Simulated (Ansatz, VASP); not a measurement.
# BP: VASP beside Ansatz

The input INCAR:

```
SYSTEM = BP
PREC = Accurate
ENCUT = 500
EDIFF = 1E-7
ISMEAR = 0
SIGMA = 0.02
LREAL = .FALSE.
LASPH = .TRUE.
NELM = 120
ALGO = Normal
ISIF = 3
LWAVE = .FALSE.
LCHARG = .FALSE.
GGA = CA
IBRION = 2
NSW = 70
EDIFFG = -0.005
GGA_COMPAT = .FALSE.
NELMIN = 4
```

File KPOINTS:

```
regular mesh
0
G
  10 10 10
  0 0 0
```

The input POSCAR:

```
BP
1.0
    0.0000000000      2.2741519252      2.2741519252
    2.2741519252      0.0000000000      2.2741519252
    2.2741519252      2.2741519252      0.0000000000
B P
1 1
Direct
    0.0000000000      0.0000000000      0.0000000000
    0.2500000000      0.2500000000      0.2500000000
```

Input for Ansatz:

```yaml
crystal:
  lattice:
    - [0.0, 2.2741519252, 2.2741519252]
    - [2.2741519252, 0.0, 2.2741519252]
    - [2.2741519252, 2.2741519252, 0.0]
  atoms:
    - { symbol: B, position: [0.0, 0.0, 0.0] }
    - { symbol: P, position: [0.25, 0.25, 0.25] }
basis:
  ecutwfc: 420
kpoints:
  mp_grid: { grid: [10, 10, 10] }
hamiltonian:
  xc: lda
scf:
  occupations: { method: gaussian, width: 0.02 }
output:
  forces: true
  stress: true
  eigenvalues: true
relax:
  adjacent_minimum: "off"
  f_tol: 0.005
  max_steps: 50
  cell: { stress_tol: 0.05 }
```

Alike in both runs: task relaxation of cell and atoms; functional LDA; k mesh 10 × 10 × 10; occupations gaussian, width 0.02 eV; no spin polarisation.

|  | VASP | Ansatz |
| --- | --- | --- |
| version | VASP 6.6.1 | Ansatz 0.2.0 |
| potentials or method | VASP PAW LDA potentials, release 64 (B, P), cutoff 500 eV | scalar-relativistic, plane waves, PAW |
| valence electrons in the cell | 8 | 8 |

Ansatz gave:

```
gap on the k mesh at the Fermi level, each at its own relaxed structure (eV) : 1.15
relaxed volume (Å³/atom)                                                     : 11.32
relaxed cell length with the largest relative difference (Å)                 : 3.175
```

Question: What did VASP give for the same quantities?

Answer: gap on the k mesh at the Fermi level, each at its own relaxed structure (eV): 1.15; relaxed volume (Å³/atom): 11.31; relaxed cell length with the largest relative difference (Å): 3.175.

LDA's correlation is that of Perdew and Zunger in VASP and of Perdew and Wang (1992) in Ansatz.
